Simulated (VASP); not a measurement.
# CdSe (F-43m) in VASP: further runs, part 3 of 3

VASP 6.6.1. The steps go on from the part before.

**4. Relaxation of cell and atoms, PBEsol, target pressure 15 GPa, at which the enthalpy is minimised**

Input file INCAR:

```
PREC     = Accurate       # precision mode
ENCUT    = 600            # plane-wave cutoff, eV
EDIFF    = 1E-6           # SCF threshold, eV
ISMEAR   = 0              # smearing method
SIGMA    = 0.01           # smearing width, eV
LREAL    = False          # projectors in reciprocal space
LASPH    = True           # aspherical terms in the spheres
NELM     = 60             # most SCF steps
ALGO     = Normal         # electronic algorithm
ISIF     = 3              # what is computed and relaxed
LWAVE    = False          # write WAVECAR
LCHARG   = False          # write CHGCAR
GGA      = PS             # functional
IBRION   = 2              # ionic algorithm
NSW      = 100            # ionic steps
EDIFFG   = -0.002         # ionic threshold
PSTRESS  = 150.0
```

Input file KPOINTS:

```
Automatic mesh
0
Gamma
  6 6 6
```

Input file POSCAR:

```
CdSe
1.0
    0.0000000000      3.0413255900      3.0413255900
    3.0413255900      0.0000000000      3.0413255900
    3.0413255900      3.0413255900      0.0000000000
Cd Se
1 1
Direct
    0.0000000000      0.0000000000      0.0000000000
    0.7500000000      0.7500000000      0.7500000000
```

Potentials or basis: VASP PAW PBE potentials, release 64 (Cd, Se).

Command:

```console
cat potpaw_PBE.64/Cd/POTCAR potpaw_PBE.64/Se/POTCAR > POTCAR
mpirun -np 1 vasp_std > vasp.out
```

OUTCAR:

```text
PREC = Accurate
   ENCUT = 600
   EDIFF = 1E-6
   ISMEAR = 0
   LREAL = False
   LASPH = True
   NELM = 60
   ISIF = 3
   GGA = PS
   IBRION = 2
   NSW = 100
   EDIFFG = -0.002
   PSTRESS = 150.0

 ion  position               nearest neighbor table
   1  0.000  0.000  0.000-   2 2.63   2 2.63   2 2.63   2 2.63
   2  0.750  0.750  0.750-   1 2.63   1 2.63   1 2.63   1 2.63

  LATTYP: Found a face centered cubic cell.
 ALAT       =     6.0826511800

  Lattice vectors:

 A1 = (   0.0000000000,   3.0413255900,   3.0413255900)
 A2 = (   3.0413255900,   0.0000000000,   3.0413255900)
 A3 = (   3.0413255900,   3.0413255900,   0.0000000000)

Analysis of symmetry for initial positions (statically):
=====================================================================
 Subroutine PRICEL returns:
 Original cell was already a primitive cell.

 Routine SETGRP: Setting up the symmetry group for a
 face centered cubic supercell.

 Subroutine GETGRP returns: Found 24 space group operations
 (whereof 24 operations were pure point group operations)
 out of a pool of 48 trial point group operations.

The static configuration has the point symmetry T_d .

Analysis of symmetry for dynamics (positions and initial velocities):
=====================================================================
 Subroutine PRICEL returns:
 Original cell was already a primitive cell.

 Routine SETGRP: Setting up the symmetry group for a
 face centered cubic supercell.

 Subroutine GETGRP returns: Found 24 space group operations
 (whereof 24 operations were pure point group operations)
 out of a pool of 48 trial point group operations.

The dynamic configuration has the point symmetry T_d .

 Subroutine INISYM returns: Found 24 space group operations
 (whereof 24 operations are pure point group operations),
 and found     1 'primitive' translations

----------------------------------------------------------------------------------------

                                     Primitive cell

  volume of cell :      56.2625

[... 111 lines left out ...]
 non-spin polarized calculation
 Gauss-broadening in eV      SIGMA  =   0.01
  energy-cutoff  :      600.00
  volume of cell :       56.26
 maximum number of plane-waves:      1895
 NGX is ok and might be reduce to    36
   NGX = 17   NGY = 17   NGZ = 17

--------------------------------------- Ionic step        1  -------------------------------------------

 number of electron      17.9999999 magnetization

 Free energy of the ion-electron system (eV)
  ---------------------------------------------------
  ext. energy  EPLUGINS =         0.00000000
  ---------------------------------------------------
  free energy    TOTEN  =        -6.17249540 eV

  energy without entropy =       -6.17249540  energy(sigma->0) =       -6.17249540

------------------------ aborting loop because EDIFF is reached ----------------------------------------

  FORCE on cell =-STRESS in cart. coord.  units (eV):
  Direction    XX          YY          ZZ          XY          YZ          ZX
  --------------------------------------------------------------------------------------
  -------------------------------------------------------------------------------------
  Total        0.1002935      0.1002935      0.1002935      0.0000000     -0.0000000      0.0000000
  in kB        2.8560418      2.8560418      2.8560418      0.0000000     -0.0000000      0.0000000
  external PRESSURE =    -147.1439582 kB  Pullay stress =     150.0000000 kB
[... 25 lines left out ...]
--------------------------------------- Ionic step        2  -------------------------------------------

 number of electron      18.0000000 magnetization

 E-fermi :   5.1478     XC(G=0): -11.0440

 val. band max:        5.0358043217   @ k =   0.0000   0.0000   0.0000
 cond. band min:       6.1975028613   @ k =   0.0000   0.0000   0.0000
 fundamental gap:      1.1616985396
 Fermi energy:         5.1478224417

 k-point     1 :       0.0000    0.0000    0.0000
  band No.  band energies     occupation
      1     -10.8551      2.00000
      2      -5.3592      2.00000
      3      -5.3592      2.00000
      4      -5.3592      2.00000
      5      -4.3637      2.00000
      6      -4.3637      2.00000
      7       5.0358      2.00000
      8       5.0358      2.00000
      9       5.0358      2.00000
     10       6.1975      0.00000
     11      10.4939      0.00000
     12      10.4939      0.00000
     13      10.4939      0.00000
[... 503 lines left out ...]
--------------------------------------- Ionic step        9  -------------------------------------------

 number of electron      18.0000002 magnetization

 Free energy of the ion-electron system (eV)
  ---------------------------------------------------
  ext. energy  EPLUGINS =         0.00000000
  ---------------------------------------------------
  free energy    TOTEN  =        -5.79779494 eV

  energy without entropy =       -5.79779494  energy(sigma->0) =       -5.79779494

 E-fermi :   2.5285     XC(G=0):  -9.9440

 val. band max:        2.4446559151   @ k =   0.0000   0.0000   0.0000
 cond. band min:       3.2699379888   @ k =   0.0000   0.0000   0.0000
 fundamental gap:      0.8252820736
 Fermi energy:         2.5285431227

 k-point     1 :       0.0000    0.0000    0.0000
  band No.  band energies     occupation
      1     -11.3922      2.00000
      2      -6.3061      2.00000
      3      -6.3061      2.00000
      4      -6.3061      2.00000
      5      -5.6918      2.00000
      6      -5.6918      2.00000
      7       2.4447      2.00000
      8       2.4447      2.00000
      9       2.4447      2.00000
     10       3.2699      0.00000
     11       8.2163      0.00000
     12       8.2163      0.00000
     13       8.2163      0.00000
[... 271 lines left out ...]
  energy  without entropy=       -5.7977949357  energy(sigma->0) =       -5.79779494

  enthalpy is  TOTEN    =        -1.3981548643 eV   P V=        4.3996400714

 reached required accuracy - stopping structural energy minimisation
```

OSZICAR:

```text
N       E                     dE             d eps       ncg     rms          rms(c)
DAV:   1     0.114095087803E+03    0.11410E+03   -0.97599E+03   424   0.139E+03
DAV:   2    -0.154314240172E+01   -0.11564E+03   -0.11009E+03   481   0.304E+02
DAV:   3    -0.652678324548E+01   -0.49836E+01   -0.49709E+01   496   0.642E+01
DAV:   4    -0.655405043717E+01   -0.27267E-01   -0.27265E-01   446   0.479E+00
[... 69 lines left out ...]
   8 F= -.13981548E+01 E0= -.13981548E+01  d E =-.399024E-04
       N       E                     dE             d eps       ncg     rms          rms(c)
DAV:   1    -0.579779638982E+01    0.41586E-03   -0.30074E-05   456   0.759E-02    0.865E-03
DAV:   2    -0.579779502554E+01    0.13643E-05   -0.31785E-06   336   0.317E-02    0.356E-03
DAV:   3    -0.579779493568E+01    0.89869E-07   -0.33472E-07   208   0.675E-03
   9 F= -.13981549E+01 E0= -.13981549E+01  d E =-.399714E-04
```

Wall time 2.2 min (1 thread of Intel Xeon 8259CL, shared host); peak memory 0.22 GiB.

What came out:

| Property | Result |
| --- | --- |
| Free energy | -5.7978 eV |
| Relaxed volume | 23.50 Å³/atom |
| Relaxed cell | a = 4.051 Å, b = 4.051 Å, c = 4.051 Å, α = 60.00°, β = 60.00°, γ = 60.00° |
| Space group after relaxing (to 0.05 Å) | F-43m (No. 216) |
| Energy change on relaxing (the enthalpy is what falls) | +187.4 meV/atom |
| Ionic steps | 9 |
| Pressure after relaxing | 15.0 GPa |
| Band gap on the k mesh | 0.83 eV, direct |

Step by step:
```csv
step,energy change (eV),largest force (eV/Å),pressure (GPa),volume (Å³)
1,0.0000,0.0000,0.29,56.26
2,2.1944,0.0000,54.80,37.74
3,0.3359,0.0000,13.94,47.42
4,0.3660,0.0000,14.75,47.09
5,0.3821,0.0000,15.18,46.92
6,0.3673,0.0000,14.80,47.07
7,0.3752,0.0000,15.03,46.99
8,0.3743,0.0000,14.98,47.00
9,0.3747,0.0000,14.99,46.99
```

Final structure:
```cif
data_structure
_symmetry_space_group_name_H-M 'P 1'
_symmetry_Int_Tables_number 1
_cell_length_a 4.0506
_cell_length_b 4.0506
_cell_length_c 4.0506
_cell_angle_alpha 60.000
_cell_angle_beta 60.000
_cell_angle_gamma 60.000
_cell_volume 46.99
loop_
_atom_site_label
_atom_site_type_symbol
_atom_site_fract_x
_atom_site_fract_y
_atom_site_fract_z
_atom_site_occupancy
Cd1 Cd 0.00000 0.00000 0.00000 1
Se1 Se 0.75000 0.75000 0.75000 1
```

Caveat: the cell is relaxed towards a set pressure, so the enthalpy falls and the energy may rise; the volume moved by over 15 % at a fixed basis, so the end points are rough; the PAW data sets were made with another functional, which shifts forces and pressure a little. Expect the measured gap to be larger: semilocal functionals such as PBEsol lack the derivative discontinuity.

**5. Summary**

| cell | gap on the mesh (eV) | pressure (GPa) |
| --- | --- | --- |
| relaxed to 7 GPa | 0.67 | 7.0 |
| relaxed to 10 GPa | 0.74 | 10.0 |
| relaxed to 15 GPa | 0.83 | 15.0 |

Alike in all rows: task relaxation of cell and atoms; level PBEsol; potentials or basis VASP PAW PBE potentials, release 64 (Cd, Se); no spin polarisation; k mesh 6 × 6 × 6; cutoff (eV) 600; smearing gaussian 0.01 eV.

Caveats: the cell is relaxed towards a set pressure, so the enthalpy falls and the energy may rise; the PAW data sets were made with another functional, which shifts forces and pressure a little; the volume moved by over 15 % at a fixed basis, so the end points are rough (some runs).

Total energies depend on the potentials used, so only differences within one code and one set of settings carry meaning.
